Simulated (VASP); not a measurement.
# Cu (P2/m) in VASP: further runs

The runs below take Cu through single point, with PBE, PBEsol.

Program: VASP 6.6.1. These are calculated values, not measurements. Logs are shortened: lines on timing, memory, paths and dates and some standing lists are left out, and cuts for length are marked.

### 1 The cell of the first run

The structure is monoclinic, space group P2/m (No. 10). Conventional cell: a = 11.570 Å, b = 2.238 Å, c = 22.224 Å, α = 90.00°, β = 101.93°, γ = 90.00°. Cu (site symmetry 2/m) has 2 Cu at 2.24 Å within 3.0 Å.

### 2 Single point, PBE

INCAR

```
SYSTEM = Cu
ALGO = Normal
EDIFF = 1E-6
ENCUT = 820
GGA = PE
GGA_COMPAT = .False.
ISIF = 2
ISMEAR = 0
LASPH = .True.
LCHARG = .False.
LREAL = .False.
LWAVE = .False.
NBANDS = 16
NELM = 120
PREC = Accurate
SIGMA = 0.1
```

KPOINTS

```
k-points
0
Gamma
  1 2 1
  0 0 0
```

POSCAR

```
Cu
1.0
   11.5702539529      0.0000000000      0.0000000000
    0.0000000000      2.2382121000      0.0000000000
   -4.5956239420      0.0000000000     21.7433883473
Cu
1
Direct
    0.5000000000      0.5000000000      0.5000000000
```

Potentials or basis: VASP PAW PBE potentials, release 64 (Cu_sv_GW).

Launch:

```sh
cat potpaw_PBE.64/Cu_sv_GW/POTCAR > POTCAR
mpirun -np 1 vasp_std > vasp.out
```

OUTCAR:

```text
SYSTEM = Cu
   EDIFF = 1E-6
   ENCUT = 820
   GGA = PE
   ISIF = 2
   ISMEAR = 0
   LASPH = .True.
   LREAL = .False.
   NELM = 120
   PREC = Accurate

 ion  position               nearest neighbor table
   1  0.500  0.500  0.500-

  LATTYP: Found a simple monoclinic cell.
 ALAT       =    11.5702539529
 B/A-ratio  =     0.1934453737
 C/A-ratio  =     1.9207652498
 COS(beta)  =    -0.2067889377

  Lattice vectors:

 A1 = (  11.5702539529,   0.0000000000,   0.0000000000)
 A2 = (   0.0000000000,   2.2382121000,   0.0000000000)
 A3 = (  -4.5956239420,   0.0000000000,  21.7433883473)

Analysis of symmetry for initial positions (statically):
=====================================================================
 Subroutine PRICEL returns:
 Original cell was already a primitive cell.

 Routine SETGRP: Setting up the symmetry group for a
 simple monoclinic supercell.

 Subroutine GETGRP returns: Found  4 space group operations
 (whereof  4 operations were pure point group operations)
 out of a pool of  4 trial point group operations.

The static configuration has the point symmetry C_2h.

Analysis of symmetry for dynamics (positions and initial velocities):
=====================================================================
 Subroutine PRICEL returns:
 Original cell was already a primitive cell.

 Routine SETGRP: Setting up the symmetry group for a
 simple monoclinic supercell.

 Subroutine GETGRP returns: Found  4 space group operations
 (whereof  4 operations were pure point group operations)
 out of a pool of  4 trial point group operations.

The dynamic configuration has the point symmetry C_2h.

 Subroutine INISYM returns: Found  4 space group operations
 (whereof  4 operations are pure point group operations),
 and found     1 'primitive' translations

----------------------------------------------------------------------------------------

                                     Primitive cell

  volume of cell :     563.0816

  direct lattice vectors                    reciprocal lattice vectors
    11.570253953  0.000000000  0.000000000     0.086428526  0.000000000  0.018267300
     0.000000000  2.238212100  0.000000000     0.000000000  0.446785182  0.000000000
    -4.595623942  0.000000000 21.743388347     0.000000000  0.000000000  0.045990992

  length of vectors
    11.570253953  2.238212100 22.223741725     0.088337899  0.446785182  0.045990992

  position of ions in fractional coordinates (direct lattice)
     0.500000000  0.500000000  0.500000000

  ion indices of the primitive-cell ions
   primitive index   ion index
                 1           1

----------------------------------------------------------------------------------------

 KPOINTS: k-points

Automatic generation of k-mesh.
 Grid dimensions read from file:
 generate k-points for:    1    2    1

 Generating k-lattice:

  Cartesian coordinates                     Fractional coordinates (reciprocal lattice)
     0.086428526  0.000000000  0.018267300     1.000000000  0.000000000 -0.000000000
     0.000000000  0.223392591  0.000000000     0.000000000  0.500000000  0.000000000
     0.000000000  0.000000000  0.045990992     0.000000000  0.000000000  1.000000000

  Length of vectors
     0.088337899  0.223392591  0.045990992

  Shift w.r.t. Gamma in fractional coordinates (k-lattice)
     0.000000000  0.000000000  0.000000000

 Subroutine IBZKPT returns following result:
 ===========================================

 Found      2 irreducible k-points:

 Following reciprocal coordinates:
            Coordinates               Weight
  0.000000  0.000000  0.000000      1.000000
  0.000000  0.500000  0.000000      1.000000
   k-points           NKPTS =      2   k-points in BZ     NKDIM =      2   number of bands    NBANDS=     16
   number of dos      NEDOS =    301   number of ions     NIONS =      1
   total plane-waves  NPLWV = 544320
   dimension x,y,z NGX =   108 NGY =   24 NGZ =  210
   dimension x,y,z NGXF=   216 NGYF=   48 NGZF=  420
   ions per type =               1
   NGX,Y,Z   is equivalent  to a cutoff of  15.52, 17.83, 15.71 a.u.
   NGXF,Y,Z  is equivalent  to a cutoff of  31.04, 35.65, 31.42 a.u.
 SYSTEM =  Cu
   PREC   = accura    normal or accurate (medium, high low for compatibility)
   ISTART =      0    job   : 0-new  1-cont  2-samecut
   ICHARG =      2    charge: 1-file 2-atom 10-const
   ISPIN  =      1    spin polarized calculation?
   LNONCOLLINEAR =      F non collinear calculations
   LSORBIT =      F    spin-orbit coupling
   LASPH  =      T    aspherical Exc in radial PAW
   ENCUT  =  820.0 eV  60.27 Ry    7.76 a.u.  27.02  5.23 51.89*2*pi/ulx,y,z
   NELM   =    120;   NELMIN=  2; NELMDL= -5     # of ELM steps
   EDIFF  = 0.1E-05   stopping-criterion for ELM
   LREAL  =      F    real-space projection
   EDIFFG = 0.1E-04   stopping-criterion for IOM
   NSW    =      0    number of steps for IOM
   IBRION =     -1    ionic relax: 0-MD 1-quasi-New 2-CG
   NFREE  =      0    steps in history (QN), initial steepest desc. (CG)
   ISIF   =      2    stress and relaxation
   ISYM   =      2    0-nonsym 1-usesym 2-fastsym
   POTIM  = 0.5000    time-step for ionic-motion
   TEBEG  =    0.0;   TEEND  =   0.0 temperature during run
   PSTRESS=    0.0 pullay stress
   NELECT =      19.0000    total number of electrons
   NUPDOWN=      -1.0000    fix difference up-down
   EMIN   =  10.00;   EMAX   =-10.00  energy-range for DOS
   EFERMI =   0.00;   METHOD = LEGACY
   ISMEAR =     0;   SIGMA  =   0.10  broadening in eV -4-tet -1-fermi 0-gaus
   EFERMI_NEDOS =   21; number of points for ismear=-14 and -15
   IALGO  =     38    algorithm
   IMIX   =      4    mixing-type and parameters
     AMIX     =   0.40;   BMIX     =  1.00
     AMIX_MAG =   1.60;   BMIX_MAG =  1.00
  volume/ion in A,a.u.               =     563.08      3799.86
  Fermi-wavevector in a.u.,A,eV,Ry     =   0.529016  0.999696  3.807700  0.279858
  Thomas-Fermi vector in A             =   1.550916
   LORBIT       =      0    0 simple, 1 ext, 2 COOP (PROOUT), +10 PAW based schemes
   GGA     = PE    functional components
   LHFCALC =     F    Hartree Fock is set to
   AEXX    =    0.0000 exact exchange contribution
   IVDW    =     0    specifies the selected vdW correction
   LEPSILON=     F    determine dielectric tensor
   LRPA    =     F    only Hartree local field effects (RPA)
 non-spin polarized calculation
 Gauss-broadening in eV      SIGMA  =   0.10
  energy-cutoff  :      820.00
  volume of cell :      563.08
 maximum number of plane-waves:     30034
   NGX = 55   NGY = 11   NGZ =103

 number of electron      19.0000000 magnetization

 Free energy of the ion-electron system (eV)
  ---------------------------------------------------
  ext. energy  EPLUGINS =         0.00000000
  ---------------------------------------------------
  free energy    TOTEN  =        -1.96265497 eV

  energy without entropy =       -1.96265497  energy(sigma->0) =       -1.96265497

 E-fermi :  -3.9723     XC(G=0):  -0.7872

 val. band max:       -4.4757766243   @ k =   0.0000   0.0000   0.0000
 cond. band min:      -2.0809717554   @ k =   0.0000   0.0000   0.0000
 fundamental gap:      2.3948048689
 Fermi energy:        -3.9723234001

 k-point     1 :       0.0000    0.0000    0.0000
  band No.  band energies     occupation
      1    -115.0694      2.00000
      2     -72.5159      2.00000
      3     -72.4225      2.00000
      4     -72.4224      2.00000
      5      -8.3377      2.00000
      6      -5.8518      2.00000
      7      -5.4637      2.00000
      8      -5.4636      2.00000
      9      -4.4758      2.00000
     10      -4.4758      2.00000
     11      -2.0810      0.00000
     12      -2.0730      0.00000
     13      -0.0255      0.00000
     14       0.4116      0.00000
     15       0.4955      0.00000
     16       0.9096      0.00000

 k-point     2 :       0.0000    0.5000    0.0000
  band No.  band energies     occupation
      1    -115.0396      2.00000
      2     -72.7702      2.00000
      3     -72.3977      2.00000
      4     -72.3977      2.00000
      5      -6.4214      2.00000
      6      -6.4214      2.00000
      7      -5.0070      2.00000
      8      -5.0070      2.00000
      9      -4.5819      2.00000
     10      -0.6399      0.00000
     11       2.5410      0.00000
     12       5.1951      0.00000
     13       5.2012      0.00000
     14       6.6987      0.00000
     15       6.7550      0.00000
     16       7.2954      0.00000

------------------------ aborting loop because EDIFF is reached ----------------------------------------

  FORCE on cell =-STRESS in cart. coord.  units (eV):
  Direction    XX          YY          ZZ          XY          YZ          ZX
  --------------------------------------------------------------------------------------
  -------------------------------------------------------------------------------------
  Total       -0.1225893      2.1235949     -0.1207485      0.0000000      0.0000000      0.0005962
  in kB       -0.3488123      6.0424200     -0.3435744      0.0000000      0.0000000      0.0016965
  external PRESSURE =       1.7833444 kB  Pullay stress =       0.0000000 kB

 VOLUME and BASIS-vectors are now :
 -----------------------------------------------------------------------------
  energy-cutoff  :      820.00
  volume of cell :      563.08
      direct lattice vectors                 reciprocal lattice vectors
    11.570253953  0.000000000  0.000000000     0.086428526  0.000000000  0.018267300
     0.000000000  2.238212100  0.000000000     0.000000000  0.446785182  0.000000000
    -4.595623942  0.000000000 21.743388347     0.000000000  0.000000000  0.045990992

 POSITION                                       TOTAL-FORCE (eV/Angst)
 -----------------------------------------------------------------------------------
      3.48732      1.11911     10.87169         0.000000      0.000000      0.000000
 -----------------------------------------------------------------------------------
    total drift:                                0.000000      0.000000      0.000000

  FREE ENERGIE OF THE ION-ELECTRON SYSTEM (eV)
  ---------------------------------------------------
  free  energy   TOTEN  =        -1.9626549668 eV

  energy  without entropy=       -1.9626549668  energy(sigma->0) =       -1.96265497
```

It took 1.7 min on 1 thread of Intel Xeon Platinum 8559C (Emerald Rapids), shared host; peak memory 0.85 GiB.

What came out:

```
Free energy            : -1.9627 eV
Pressure               : 0.2 GPa
Band gap on the k mesh : zero (an odd number of electrons rules out a gap without spin polarisation)
```

Stress tensor (GPa, compression positive):
```
-0.03  0.00  0.00
 0.00  0.60  0.00
 0.00  0.00 -0.03
```

Levels at points of the mesh, in eV from the Fermi level:
```
           k point  band 7  band 8  band 9  band 10  band 11  band 12
(0.00, 0.00, 0.00)   -1.49   -1.49   -0.50    -0.50     1.89     1.90
(0.00, 0.50, 0.00)   -1.03   -1.03   -0.61     3.33     6.51     9.17
```

Caveat: the k points lie up to 1.40 Å⁻¹ apart, too coarse for converged energies and pressures of a metal.

### 3 Single point, PBE

INCAR

```
  PREC = Accurate
  ENCUT = 820
  EDIFF = 1E-6
  ISMEAR = 0
  SIGMA = 0.1
  LREAL = False
  LASPH = True
  NELM = 120
  ALGO = Normal
  ISIF = 2
  LWAVE = False
  LCHARG = True
  GGA = PE
  LELF = True
  LVHAR = True
  NBANDS = 16
  GGA_COMPAT = False
```

KPOINTS

```
regular mesh
0
Gamma
  2 6 1
```

POSCAR is that of step 2.

Potentials or basis: VASP PAW PBE potentials, release 64 (Cu_sv_GW).

Launch:

```sh
cat potpaw_PBE.64/Cu_sv_GW/POTCAR > POTCAR
mpirun -np 1 vasp_std > vasp.out
```

Wall time 4.1 min (1 thread of AMD EPYC 9R45 (Zen 5), shared host); peak memory 0.95 GiB.

The run converged. Its results:

| Quantity | Value |
| --- | --- |
| Free energy | -1.7985 eV |
| Pressure | 0.1 GPa |
| Band gap on the k mesh | zero (an odd number of electrons rules out a gap without spin polarisation) |

Stress tensor (GPa, compression positive):
```
-0.03  0.00  0.00
 0.00  0.23  0.00
 0.00  0.00 -0.03
```

Levels at points of the mesh, in eV from the Fermi level:
| k point | band 7 | band 8 | band 9 | band 10 | band 11 | band 12 |
| --- | --- | --- | --- | --- | --- | --- |
| (0.00, 0.00, 0.00) | -1.39 | -1.39 | -0.43 | -0.43 | 2.21 | 2.22 |
| (0.50, 0.00, 0.00) | -1.39 | -1.39 | -0.43 | -0.43 | 2.21 | 2.22 |
| (0.00, 0.50, 0.00) | -0.95 | -0.95 | -0.51 | 3.68 | 6.82 | 9.50 |
| (0.50, 0.50, 0.00) | -0.95 | -0.95 | -0.51 | 3.68 | 6.82 | 9.50 |

Caveat: the k points lie up to 0.47 Å⁻¹ apart, too coarse for converged energies and pressures of a metal.

### 4 Single point, PBEsol

INCAR

```
  PREC = Accurate
  ENCUT = 820
  EDIFF = 1E-6
  ISMEAR = 0
  SIGMA = 0.1
  LREAL = F
  LASPH = T
  NELM = 120
  ALGO = Normal
  ISIF = 2
  LWAVE = F
  LCHARG = T
  GGA = PS
  LELF = T
  LVHAR = T
  NBANDS = 16
  GGA_COMPAT = F
```

KPOINTS

```
Automatic mesh
0
Gamma
  2 6 1
```

POSCAR is that of step 3.

Launch:

```sh
cat potpaw_PBE.64/Cu_sv_GW/POTCAR > POTCAR
mpirun -np 1 vasp_std > vasp.out
```

Run time: 7.5 min. Hardware: 1 thread of Intel Xeon Platinum 8375C at 2.90GHz (Ice Lake), shared host; peak memory 0.98 GiB.

The run converged. Its results:

```
Free energy            : -2.0048 eV
Pressure               : 0.0 GPa
Band gap on the k mesh : zero (an odd number of electrons rules out a gap without spin polarisation)
```

Levels at points of the mesh, in eV from the Fermi level:
| k point | band 6 | band 7 | band 8 | band 9 | band 10 | band 11 | band 12 | band 13 |
| --- | --- | --- | --- | --- | --- | --- | --- | --- |
| (0.00, 0.00, 0.00) | -1.67 | -1.38 | -1.38 | -0.42 | -0.42 | 2.28 | 2.28 | 4.40 |
| (0.50, 0.00, 0.00) | -1.67 | -1.38 | -1.38 | -0.42 | -0.42 | 2.27 | 2.28 | 4.72 |
| (0.00, 0.50, 0.00) | -2.32 | -0.94 | -0.94 | -0.49 | 3.64 | 6.85 | 9.58 | 9.58 |
| (0.50, 0.50, 0.00) | -2.32 | -0.94 | -0.94 | -0.49 | 3.64 | 6.85 | 9.57 | 9.58 |

Caveat: the k points lie up to 0.47 Å⁻¹ apart, too coarse for converged energies and pressures of a metal; the PAW data sets were made with another functional, which shifts forces and pressure a little.

### 5 Overview

| level | k mesh | gap on the mesh (eV) | pressure (GPa) |
| --- | --- | --- | --- |
| PBE | 1 × 2 × 1 | none | 0.2 |
| PBE | 2 × 6 × 1 | none | 0.1 |
| PBEsol | 2 × 6 × 1 | none | 0.0 |

Alike in all rows: task single point; potentials or basis VASP PAW PBE potentials, release 64 (Cu_sv_GW); no spin polarisation; cell as given; cutoff (eV) 820; smearing gaussian 0.1 eV.

Caveats: all runs use coarse meshes; the PAW data sets were made with another functional, which shifts forces and pressure a little (at least some runs).

Total energies depend on the potentials used, so only differences within one code and one set of settings carry meaning.

The gap in the log of VASP goes by the Fermi energy; the results here count the filled bands.